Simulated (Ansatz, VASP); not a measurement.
## PbF2: VASP beside Ansatz

```
Pb F
1.0
    -1.74397    1.74397    3.78330
     1.74397   -1.74397    3.78330
     1.74397    1.74397   -3.78330
Pb F
1 2
Direct
  0.00000 0.00000 0.00000
  0.33933 0.33933 0.00000
  0.66067 0.66067 0.00000
```

Change from the starting cell: species swapped into the Ti2Pd type (I4/mmm, No. 139).

Alike in both runs: functional PBE; k mesh 10 × 10 × 10; occupations gaussian, width 0.02 eV; no spin polarisation.

Ansatz relaxed the structure, and its values are those at the end. VASP's run is a single point on that final structure, the one shown.

|  | VASP | Ansatz |
| --- | --- | --- |
| version | VASP 6.6.1 | Ansatz 0.2.0 |
| potentials or method | VASP PAW PBE potentials, release 64 (Pb_d, F), cutoff 520 eV | scalar-relativistic, plane waves, PAW |
| valence electrons in the cell | 28 | 28 |

```tsv
	VASP	Ansatz	Ansatz less VASP
gap on the k mesh at the Fermi level (eV)	3.21	3.21	+0.003
least direct gap on the mesh (eV)	3.21	3.21	+0.003
pressure (GPa)	-0.3	0.0	+0.26
```

Neither program's run includes spin-orbit coupling.
